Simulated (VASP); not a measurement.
# Y (Im-3m) in VASP: notebook

Y is run at these levels: PBE; tasks: single point, relaxation of cell and atoms.

Everything below comes from runs of VASP 6.6.1. Logs are shortened: lines on timing, memory, paths and dates and some standing lists are left out, and cuts for length are marked.

## Step 1: The cell of the first run

The structure is cubic, space group Im-3m (No. 229). The conventional cell has a = 3.693 Å, b = 3.693 Å, c = 3.693 Å, α = 90.00°, β = 90.00°, γ = 90.00°. Y (site symmetry m-3m) has 14 Y at 3.20 to 3.69 Å within 4.2 Å.

This isn't the form of Y at room conditions, which is hcp.

## Step 2: Single point, PBE

Contents of INCAR:

```
ALGO = Normal
EDIFF = 1E-6
ENCUT = 500
GGA = PE
GGA_COMPAT = F
ISIF = 2
ISMEAR = 1
LASPH = T
LCHARG = F
LREAL = F
LWAVE = F
NBANDS = 12
NELM = 120
PREC = Accurate
SIGMA = 0.1
```

Contents of KPOINTS:

```
k-points
0
Gamma
  7 7 7
```

Contents of POSCAR:

```
Y
1.0
   -1.8465595060      1.8465595060      1.8465595060
    1.8465595060     -1.8465595060      1.8465595060
    1.8465595060      1.8465595060     -1.8465595060
Y
1
Direct
    0.0000000000      0.0000000000      0.0000000000
```

Potentials or basis: VASP PAW PBE potentials, release 64 (Y_sv).

Command:

```sh
cat potpaw_PBE.64/Y_sv/POTCAR > POTCAR
mpirun -np 1 vasp_std > vasp.out
```

OUTCAR:

```text
EDIFF = 1E-6
   ENCUT = 500
   GGA = PE
   ISIF = 2
   ISMEAR = 1
   LASPH = T
   LREAL = F
   NELM = 120
   PREC = Accurate

 ion  position               nearest neighbor table
   1  0.000  0.000  0.000-

  LATTYP: Found a body centered cubic cell.
 ALAT       =     3.6931190120

  Lattice vectors:

 A1 = (  -1.8465595060,   1.8465595060,   1.8465595060)
 A2 = (   1.8465595060,  -1.8465595060,   1.8465595060)
 A3 = (   1.8465595060,   1.8465595060,  -1.8465595060)

Analysis of symmetry for initial positions (statically):
=====================================================================
 Subroutine PRICEL returns:
 Original cell was already a primitive cell.

 Routine SETGRP: Setting up the symmetry group for a
 body centered cubic supercell.

 Subroutine GETGRP returns: Found 48 space group operations
 (whereof 48 operations were pure point group operations)
 out of a pool of 48 trial point group operations.

The static configuration has the point symmetry O_h .

Analysis of symmetry for dynamics (positions and initial velocities):
=====================================================================
 Subroutine PRICEL returns:
 Original cell was already a primitive cell.

 Routine SETGRP: Setting up the symmetry group for a
 body centered cubic supercell.

 Subroutine GETGRP returns: Found 48 space group operations
 (whereof 48 operations were pure point group operations)
 out of a pool of 48 trial point group operations.

The dynamic configuration has the point symmetry O_h .

 Subroutine INISYM returns: Found 48 space group operations
 (whereof 48 operations are pure point group operations),
 and found     1 'primitive' translations

----------------------------------------------------------------------------------------

                                     Primitive cell

  volume of cell :      25.1855

  direct lattice vectors                    reciprocal lattice vectors
    -1.846559506  1.846559506  1.846559506     0.000000000  0.270773836  0.270773836
     1.846559506 -1.846559506  1.846559506     0.270773836  0.000000000  0.270773836
     1.846559506  1.846559506 -1.846559506     0.270773836  0.270773836  0.000000000

  length of vectors
     3.198334884  3.198334884  3.198334884     0.382932031  0.382932031  0.382932031

  position of ions in fractional coordinates (direct lattice)
     0.000000000  0.000000000  0.000000000

  ion indices of the primitive-cell ions
   primitive index   ion index
                 1           1

----------------------------------------------------------------------------------------

 KPOINTS: k-points

Automatic generation of k-mesh.
 Grid dimensions read from file:
 generate k-points for:    7    7    7

 Generating k-lattice:

  Cartesian coordinates                     Fractional coordinates (reciprocal lattice)
     0.000000000  0.038681977  0.038681977     0.142857143  0.000000000  0.000000000
     0.038681977  0.000000000  0.038681977     0.000000000  0.142857143  0.000000000
     0.038681977  0.038681977  0.000000000     0.000000000  0.000000000  0.142857143

  Length of vectors
     0.054704576  0.054704576  0.054704576

  Shift w.r.t. Gamma in fractional coordinates (k-lattice)
     0.000000000  0.000000000  0.000000000

 Subroutine IBZKPT returns following result:
 ===========================================

 Found     20 irreducible k-points:

 Following reciprocal coordinates:
            Coordinates               Weight
  0.000000  0.000000  0.000000      1.000000
  0.142857  0.000000  0.000000     12.000000
  0.285714  0.000000  0.000000     12.000000
  0.428571  0.000000  0.000000     12.000000
  0.142857  0.142857  0.000000     24.000000
  0.285714  0.142857  0.000000     48.000000
[... 12 lines left out ...]
 -0.428571 -0.428571  0.285714      8.000000
 -0.428571  0.428571  0.428571      6.000000
   k-points           NKPTS =     20   k-points in BZ     NKDIM =     20   number of bands    NBANDS=     12
   number of dos      NEDOS =    301   number of ions     NIONS =      1
   total plane-waves  NPLWV =  13824
   dimension x,y,z NGX =    24 NGY =   24 NGZ =   24
   dimension x,y,z NGXF=    48 NGYF=   48 NGZF=   48
   ions per type =               1
   NGX,Y,Z   is equivalent  to a cutoff of  12.47, 12.47, 12.47 a.u.
   NGXF,Y,Z  is equivalent  to a cutoff of  24.95, 24.95, 24.95 a.u.
 SYSTEM =  unknown system
   PREC   = accura    normal or accurate (medium, high low for compatibility)
   ISTART =      0    job   : 0-new  1-cont  2-samecut
   ICHARG =      2    charge: 1-file 2-atom 10-const
   ISPIN  =      1    spin polarized calculation?
   LNONCOLLINEAR =      F non collinear calculations
   LSORBIT =      F    spin-orbit coupling
   LASPH  =      T    aspherical Exc in radial PAW
   ENCUT  =  500.0 eV  36.75 Ry    6.06 a.u.   5.83  5.83  5.83*2*pi/ulx,y,z
   NELM   =    120;   NELMIN=  2; NELMDL= -5     # of ELM steps
   EDIFF  = 0.1E-05   stopping-criterion for ELM
   LREAL  =      F    real-space projection
   EDIFFG = 0.1E-04   stopping-criterion for IOM
   NSW    =      0    number of steps for IOM
   IBRION =     -1    ionic relax: 0-MD 1-quasi-New 2-CG
   NFREE  =      0    steps in history (QN), initial steepest desc. (CG)
   ISIF   =      2    stress and relaxation
   ISYM   =      2    0-nonsym 1-usesym 2-fastsym
   POTIM  = 0.5000    time-step for ionic-motion
   TEBEG  =    0.0;   TEEND  =   0.0 temperature during run
   PSTRESS=    0.0 pullay stress
   NELECT =      11.0000    total number of electrons
   NUPDOWN=      -1.0000    fix difference up-down
   EMIN   =  10.00;   EMAX   =-10.00  energy-range for DOS
   EFERMI =   0.00;   METHOD = LEGACY
   ISMEAR =     1;   SIGMA  =   0.10  broadening in eV -4-tet -1-fermi 0-gaus
   EFERMI_NEDOS =   21; number of points for ismear=-14 and -15
   IALGO  =     38    algorithm
   IMIX   =      4    mixing-type and parameters
     AMIX     =   0.40;   BMIX     =  1.00
     AMIX_MAG =   1.60;   BMIX_MAG =  1.00
  volume/ion in A,a.u.               =      25.19       169.96
  Fermi-wavevector in a.u.,A,eV,Ry     =   1.242098  2.347224 20.991159  1.542807
  Thomas-Fermi vector in A             =   2.376467
   LORBIT       =      0    0 simple, 1 ext, 2 COOP (PROOUT), +10 PAW based schemes
   GGA     = PE    functional components
   LHFCALC =     F    Hartree Fock is set to
   AEXX    =    0.0000 exact exchange contribution
   IVDW    =     0    specifies the selected vdW correction
   LEPSILON=     F    determine dielectric tensor
   LRPA    =     F    only Hartree local field effects (RPA)
 non-spin polarized calculation
 Methfessel and Paxton  Order N= 1 SIGMA  =   0.10
  energy-cutoff  :      500.00
  volume of cell :       25.19
 maximum number of plane-waves:       650
   NGX = 11   NGY = 11   NGZ = 11

 number of electron      11.0000000 magnetization

 Free energy of the ion-electron system (eV)
  ---------------------------------------------------
  ext. energy  EPLUGINS =         0.00000000
  ---------------------------------------------------
  free energy    TOTEN  =        -6.01343974 eV

  energy without entropy =       -6.01277748  energy(sigma->0) =       -6.01321899

 E-fermi :   4.5847     XC(G=0): -10.5061

 val. band max:        4.5668367364   @ k =   0.4286   0.0000   0.0000
 cond. band min:       4.6157974981   @ k =   0.1429   0.1429   0.1429
 fundamental gap:      0.0489607618
 Fermi energy:         4.5847373794

 k-point     1 :       0.0000    0.0000    0.0000
  band No.  band energies     occupation
      1     -37.7325      2.00000
      2     -17.1150      2.00000
      3     -17.1150      2.00000
      4     -17.1150      2.00000
      5      -0.5697      2.00000
      6       6.5061     -0.00000
      7       6.5061     -0.00000
      8       6.5061     -0.00000
      9       9.0070      0.00000
     10       9.0070      0.00000
     11      15.8056      0.00000
     12      15.8056      0.00000

 k-point     2 :       0.1429    0.0000    0.0000
  band No.  band energies     occupation
      1     -37.6949      2.00000
      2     -17.3748      2.00000
      3     -17.1905      2.00000
      4     -17.1179      2.00000
      5       0.1230      2.00000
      6       6.0079     -0.00000
      7       6.1724     -0.00000
      8       7.2055      0.00000
      9       8.4540      0.00000
     10       8.9882      0.00000
     11      16.4288      0.00000
     12      17.0926      0.00000

 k-point     3 :       0.2857    0.0000    0.0000
  band No.  band energies     occupation
      1     -37.6091      2.00000
      2     -17.9191      2.00000
      3     -17.3555      2.00000
      4     -17.1249      2.00000
      5       1.5622      2.00000
      6       5.1291     -0.00000
      7       5.3846     -0.00000
      8       8.7223      0.00000
      9       9.1577      0.00000
     10       9.2043      0.00000
     11      15.9289      0.00000
     12      17.8332      0.00000
[... 226 lines left out ...]
 k-point    19 :      -0.4286   -0.4286    0.2857
  band No.  band energies     occupation
      1     -37.4266      2.00000
      2     -17.9966      2.00000
      3     -17.9966      2.00000
      4     -17.6831      2.00000
      5       2.9833      2.00000
      6       2.9833      2.00000
      7       6.9916      0.00000
      8       9.9101      0.00000
      9       9.9101      0.00000
     10      13.8169      0.00000
     11      14.0374      0.00000
     12      14.0374      0.00000

 k-point    20 :      -0.4286    0.4286    0.4286
  band No.  band energies     occupation
      1     -37.4033      2.00000
      2     -17.9693      2.00000
      3     -17.9180      2.00000
      4     -17.9180      2.00000
      5       2.4893      2.00000
      6       2.5717      2.00000
      7       9.6983      0.00000
      8       9.6983      0.00000
      9      11.0813      0.00000
     10      11.1673      0.00000
     11      14.0924      0.00000
     12      14.0924      0.00000

------------------------ aborting loop because EDIFF is reached ----------------------------------------

  FORCE on cell =-STRESS in cart. coord.  units (eV):
  Direction    XX          YY          ZZ          XY          YZ          ZX
  --------------------------------------------------------------------------------------
  -------------------------------------------------------------------------------------
  Total        2.2963117      2.2963117      2.2963117      0.0000000      0.0000000     -0.0000000
  in kB      146.0802496    146.0802496    146.0802496      0.0000000      0.0000000     -0.0000000
  external PRESSURE =     146.0802496 kB  Pullay stress =       0.0000000 kB

 VOLUME and BASIS-vectors are now :
 -----------------------------------------------------------------------------
  energy-cutoff  :      500.00
  volume of cell :       25.19
      direct lattice vectors                 reciprocal lattice vectors
    -1.846559506  1.846559506  1.846559506     0.000000000  0.270773836  0.270773836
     1.846559506 -1.846559506  1.846559506     0.270773836  0.000000000  0.270773836
     1.846559506  1.846559506 -1.846559506     0.270773836  0.270773836  0.000000000

 POSITION                                       TOTAL-FORCE (eV/Angst)
 -----------------------------------------------------------------------------------
      0.00000      0.00000      0.00000        -0.000000      0.000000     -0.000000
 -----------------------------------------------------------------------------------
    total drift:                                0.000000      0.000000      0.000000

  FREE ENERGIE OF THE ION-ELECTRON SYSTEM (eV)
  ---------------------------------------------------
  free  energy   TOTEN  =        -6.0134397435 eV

  energy  without entropy=       -6.0127774790  energy(sigma->0) =       -6.01321899
```

Run time: 3.9 s. Hardware: 1 thread of Intel Xeon 6975P-C (Granite Rapids), shared host; peak memory 0.14 GiB.

Results:

```
Free energy            : -6.0134 eV
Pressure               : 14.6 GPa
Band gap on the k mesh : zero (an odd number of electrons rules out a gap without spin polarisation)
```

Levels at points of the mesh, in eV from the Fermi level:
| k point | band 1 | band 2 | band 3 | band 4 | band 5 | band 6 | band 7 | band 8 | band 9 | band 10 |
| --- | --- | --- | --- | --- | --- | --- | --- | --- | --- | --- |
| (0.00, 0.00, 0.00) | -42.32 | -21.70 | -21.70 | -21.70 | -5.15 | 1.92 | 1.92 | 1.92 | 4.42 | 4.42 |

Caveat: the cell stands under pressure.

## Step 3: Single point, PBE

This run uses another cell than the first one, of 32.83 Å³/atom.

Contents of INCAR:

```
PREC = Accurate ; ENCUT = 500
EDIFF = 1E-6 ; ISMEAR = 1
SIGMA = 0.1 ; LREAL = F
LASPH = T ; NELM = 120
ALGO = Normal ; ISIF = 2
LWAVE = F ; LCHARG = F
GGA = PE ; NBANDS = 12
GGA_COMPAT = F
```

Contents of KPOINTS:

```
regular mesh
0
Gamma
  7 7 7
```

Contents of POSCAR:

```
Y
1.0
   -2.0171335733      2.0171335733      2.0171335733
    2.0171335733     -2.0171335733      2.0171335733
    2.0171335733      2.0171335733     -2.0171335733
Y
1
Direct
    0.0000000000      0.0000000000      0.0000000000
```

Potentials or basis: VASP PAW PBE potentials, release 64 (Y_sv).

Command:

```sh
cat potpaw_PBE.64/Y_sv/POTCAR > POTCAR
mpirun -np 1 vasp_std > vasp.out
```

Run time: 5.7 s. Hardware: 1 thread of Intel Xeon 6975P-C (Granite Rapids), shared host; peak memory 0.17 GiB.

It converged, with:

| Item | Value |
| --- | --- |
| Free energy | -6.3096 eV |
| Pressure | 0.1 GPa |
| Band gap on the k mesh | zero (an odd number of electrons rules out a gap without spin polarisation) |

Levels at points of the mesh, in eV from the Fermi level:
| k point | band 1 | band 2 | band 3 | band 4 | band 5 | band 6 | band 7 | band 8 | band 9 | band 10 |
| --- | --- | --- | --- | --- | --- | --- | --- | --- | --- | --- |
| (0.00, 0.00, 0.00) | -42.94 | -22.63 | -22.63 | -22.63 | -4.88 | 1.59 | 1.59 | 1.59 | 3.50 | 3.50 |

[end of part 1 of 3]
